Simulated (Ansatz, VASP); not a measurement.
One calculation of Ni, two programs

```
Ni
1.0
     0.00000    1.73098    1.73098
     1.73098    0.00000    1.73098
     1.73098    1.73098    0.00000
Ni
1
Direct
  0.00000 0.00000 0.00000
```

Alike in both runs: functional PBEsol; k mesh 16 × 16 × 16; occupations fermi-dirac, width 0.05 eV; collinear spin.

Ansatz relaxed the structure, and its values are those at the end. VASP's run is a single point on that final structure, the one shown.

|  | VASP | Ansatz |
| --- | --- | --- |
| version | VASP 6.6.1 | Ansatz 0.2.0 |
| potentials or method | VASP PAW PBE potentials, release 64 (Ni), cutoff 520 eV | all-electron LAPW, scalar-relativistic |

```csv
,VASP,Ansatz,Ansatz less VASP
pressure (GPa),0.0,0.0,+0.04
net moment per atom (μB),0.59,0.59,+0.006
size of the moment on the site where the two differ most (μB),0.59,0.62,+0.027
```

VASP's potentials were made for PBE, not for PBEsol. Site moments also hang on the region over which each program counts them. Ansatz ran all-electron here, and VASP with PAW potentials.
